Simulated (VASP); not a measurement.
Write the native input for VASP 6.6.1 that does the following.

- Task: single point
- Functional: revPBE
- Potentials or basis: VASP PAW PBE potentials, release 64 (Hf_pv)
- Cutoff: 520 eV
- k mesh: 13 × 13 × 4
- Occupations: fermi-dirac, width 0.1 eV
- Spin: no spin polarisation
- Dipole correction: no
- Further INCAR settings: ALGO = Normal; EDIFF = 1e-06; NBANDS = 28

The structure of Hf lies in POSCAR:

```
Hf
1.0
    3.1766568377      0.0000000000      0.0000000000
   -1.5883284188      2.7510655205      0.0000000000
    0.0000000000      0.0000000000     10.1636788981
Hf
4
Direct
    1.0000000000      0.0000000000      1.0000000000
    1.0000000000      0.0000000000      0.5000000000
    0.3333333333      0.6666666667      0.2500000000
    0.6666666667      0.3333333333      0.7500000000
```

This cell differs from its parent crystal: volume scaled by 0.96.

These files were run (other wordings do the same):

INCAR

```
SYSTEM = Hf
  PREC = Accurate
  ENCUT = 520
  EDIFF = 1E-6
  ISMEAR = -1
  SIGMA = 0.1
  LREAL = .FALSE.
  LASPH = .TRUE.
  NELM = 100
  ALGO = Normal
  ISIF = 2
  LWAVE = .FALSE.
  LCHARG = .FALSE.
  GGA = RE
  NBANDS = 28
```

KPOINTS

```
Automatic mesh
0
G
  13 13 4
  0 0 0
```

Potentials or basis: VASP PAW PBE potentials, release 64 (Hf_pv).

Run with:

```sh
$ cat potpaw_PBE.64/Hf_pv/POTCAR > POTCAR
$ mpirun -np 1 vasp_std > vasp.out
```

It gave:

```yaml
Pressure: 4.0 GPa
Band_gap_on_the_k_mesh: zero (band 20 reaches 6.07 eV, above the bottom of band 21 at 4.41 eV)
```

Caveat: the PAW data sets were made with another functional, which shifts forces and pressure a little; spin-orbit coupling is left out, which moves the levels of the heavy elements.

Run time: 68 s on 1 thread of AMD EPYC 9R45 (Zen 5) (shared host), peak memory 0.24 GiB.
